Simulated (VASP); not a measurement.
A run of VASP 6.6.1:

Contents of INCAR:

```
PREC     = Accurate       # precision mode
ENCUT    = 520            # plane-wave cutoff, eV
EDIFF    = 1E-6           # SCF threshold, eV
ISMEAR   = 0              # smearing method
SIGMA    = 0.01           # smearing width, eV
LREAL    = F              # projectors in reciprocal space
LASPH    = T              # aspherical terms in the spheres
NELM     = 100            # most SCF steps
ALGO     = Normal         # electronic algorithm
ISIF     = 2              # what is computed and relaxed
LWAVE    = F              # write WAVECAR
LCHARG   = T              # write CHGCAR
GGA      = PE             # functional
LELF     = T              # ELF
LVHAR    = T            
NBANDS   = 15             # bands
```

The input KPOINTS:

```
Automatic mesh
0
Gamma
  4 4 4
```

File POSCAR:

```
KBr
1.0
    0.0000000000      3.3022478147      3.3022478147
    3.2031803803      0.0000000000      3.3022478147
    3.2031803803      3.3022478147      0.0000000000
K Br
1 1
Direct
    0.0000000000      0.0000000000      0.0000000000
    0.5000000000      0.5000000000      0.5000000000
```

Potentials or basis: VASP PAW PBE potentials, release 64 (K_sv, Br).

The run is started by

```bash
$ cat potpaw_PBE.64/K_sv/POTCAR potpaw_PBE.64/Br/POTCAR > POTCAR
$ mpirun -np 1 vasp_std > vasp.out
```

Hardware: 1 thread of Intel Xeon 8259CL, with other jobs on the host.

Q: How long does it take, and how much memory?

A: Run time: 36 s on 1 thread of Intel Xeon 8259CL (shared host), peak memory 0.2 GiB. Counts: scf iterations 13, k points 13.
